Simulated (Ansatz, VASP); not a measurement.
Al: VASP beside Ansatz

INCAR

```
PREC     = Accurate       # precision mode
ENCUT    = 600            # plane-wave cutoff, eV
EDIFF    = 1E-7           # SCF threshold, eV
ISMEAR   = 0              # smearing method
SIGMA    = 0.1            # smearing width, eV
LREAL    = False          # projectors in reciprocal space
LASPH    = True           # aspherical terms in the spheres
NELM     = 60             # most SCF steps
ALGO     = Normal         # electronic algorithm
ISIF     = 3              # what is computed and relaxed
LWAVE    = False          # write WAVECAR
LCHARG   = False          # write CHGCAR
GGA      = PS             # functional
IBRION   = 2              # ionic algorithm
NSW      = 80             # ionic steps
EDIFFG   = -0.02          # ionic threshold
```

File KPOINTS:

```
Automatic mesh
0
Gamma
  15 15 15
```

POSCAR

```
Al
1.0
   -1.5912186900      1.5912186900      1.5912186900
    1.5912186900     -1.5912186900      1.5912186900
    1.5912186900      1.5912186900     -1.5912186900
Al
1
Direct
    0.0000000000      0.0000000000      0.0000000000
```

Input for Ansatz:

```yaml
crystal:
  lattice:
    - [-1.59121869, 1.59121869, 1.59121869]
    - [1.59121869, -1.59121869, 1.59121869]
    - [1.59121869, 1.59121869, -1.59121869]
  atoms:
    - { symbol: Al, position: [0.0, 0.0, 0.0] }
kpoints:
  mp_grid:
    grid: [15, 15, 15]
hamiltonian:
  xc: pbesol
  dispersion: none
scf:
  convergence:
    dr2_threshold: 1.0e-10
  occupations:
    method: gaussian
relax:
  f_tol: 0.02
  cell: {}
```

Alike in both runs: task relaxation of cell and atoms; functional PBEsol; k mesh 15 × 15 × 15; no spin polarisation.

```csv
,VASP,Ansatz
version,VASP 6.6.1,Ansatz 0.2.0
potentials or method,"VASP PAW PBE potentials, release 64 (Al)","plane waves, PAW"
plane-wave cutoff (eV),600,420
occupations,"gaussian, width 0.1 eV",gaussian
valence electrons in the cell,3,3
```

Ansatz gave:

| Property | Result |
| --- | --- |
| relaxed volume (Å³/atom) | 16.56 |
| relaxed cell length with the largest relative difference (Å) | 2.781 |

Q: What did VASP give for the same quantities?

A: Relaxed volume (Å³/atom): 16.58; relaxed cell length with the largest relative difference (Å): 2.782.

VASP's potentials were made for PBE, not for PBEsol.
